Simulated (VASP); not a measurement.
Set up this calculation in VASP 6.6.1, as the native input.

* Task: single point
* Functional: revPBE
* Potentials or basis: VASP PAW PBE potentials, release 64 (Na_pv)
* Cutoff: 520 eV
* k mesh: 11 × 11 × 3
* Occupations: fermi-dirac, width 0.1 eV
* Spin: no spin polarisation
* Dipole correction: no
* Further INCAR settings: ALGO = Normal; EDIFF = 1e-06; NBANDS = 22

The structure of Na lies in POSCAR:

```
Na
1.0
    3.7737173505      0.0000000000      0.0000000000
   -1.8868586752      3.2681350922      0.0000000000
    0.0000000000      0.0000000000     12.2690498849
Na
4
Direct
    1.0000000000      1.0000000000      0.0000000000
    1.0000000000      1.0000000000      0.5000000000
    0.3333333333      0.6666666667      0.2500000000
    0.6666666667      0.3333333333      0.7500000000
```

This cell differs from its parent crystal: volume scaled by 0.96.

The input as run:

INCAR

```
PREC = Accurate
ENCUT = 520
EDIFF = 1E-6
ISMEAR = -1
SIGMA = 0.1
LREAL = F
LASPH = T
NELM = 80
ALGO = Normal
ISIF = 2
LWAVE = F
LCHARG = F
GGA = RE
NBANDS = 22
```

KPOINTS

```
regular mesh
0
Gamma
  11 11 3
```

Potentials or basis: VASP PAW PBE potentials, release 64 (Na_pv).

Launch:

```sh
$ cat potpaw_PBE.64/Na_pv/POTCAR > POTCAR
$ mpirun -np 1 vasp_std > vasp.out
```

Results of the run:

* Pressure: 0.3 GPa
* Band gap on the k mesh: zero (band 14 reaches 1.52 eV, above the bottom of band 15 at -1.83 eV)

Caveat: the PAW data sets were made with another functional, which shifts forces and pressure a little.

It took 2.3 min on 1 thread of AMD EPYC 7R13, with other jobs on the host, peak memory 0.25 GiB.
